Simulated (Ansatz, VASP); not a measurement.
One calculation of Mg2Sn, two programs

File INCAR:

```
SYSTEM = Mg2Sn
PREC = Accurate
ENCUT = 520
EDIFF = 1E-8
ISMEAR = -1
SIGMA = 0.08
LREAL = .FALSE.
LASPH = .TRUE.
NELM = 120
ALGO = Normal
ISIF = 2
LWAVE = .FALSE.
LCHARG = .FALSE.
GGA = CA
LEFG = .TRUE.
NBANDS = 16
GGA_COMPAT = .FALSE.
```

The input KPOINTS:

```
Automatic mesh
0
G
  11 11 11
  0 0 0
```

File POSCAR:

```
Mg2Sn
1.0
    0.0000000000      3.4457815334      3.4457815334
    3.4457815334      0.0000000000      3.4457815334
    3.4457815334      3.4457815334      0.0000000000
Mg Sn
2 1
Direct
    0.2500000000      0.2500000000      0.2500000000
    0.7500000000      0.7500000000      0.7500000000
    0.0000000000      0.0000000000      0.0000000000
```

Input for Ansatz:

```yaml
crystal:
  lattice:
    - [0.0, 3.4457815334, 3.4457815334]
    - [3.4457815334, 0.0, 3.4457815334]
    - [3.4457815334, 3.4457815334, 0.0]
  atoms:
    - { symbol: Mg, position: [0.25, 0.25, 0.25] }
    - { symbol: Mg, position: [0.75, 0.75, 0.75] }
    - { symbol: Sn, position: [0.0, 0.0, 0.0] }
kpoints:
  mp_grid: { grid: [11, 11, 11] }
scf:
  occupations: { method: fermi_dirac, width: 0.08 }
hamiltonian:
  xc: lda
  pseudopotentials: { kind: all_electron, datasets: crystal }
output:
  forces: true
  stress: true
  eigenvalues: true
  efg: { contact_densities: true }
```

Change from the starting cell: volume scaled by 1.06, crystal datasets.

Alike in both runs: task electric field gradients; functional LDA; k mesh 11 × 11 × 11; occupations fermi-dirac, width 0.08 eV; no spin polarisation.

```csv
,VASP,Ansatz
version,VASP 6.6.1,Ansatz 0.2.0
potentials or method,"VASP PAW LDA potentials, release 64 (Mg, Sn_d), cutoff 520 eV","all-electron PAW with datasets made for the crystal, scalar-relativistic"
```

```tsv
	VASP	Ansatz	Ansatz less VASP
pressure (GPa)	-4.0	-3.8	+0.27
```

LDA's correlation is that of Perdew and Zunger in VASP and of Perdew and Wang (1992) in Ansatz. Ansatz ran all-electron here, and VASP with PAW potentials.
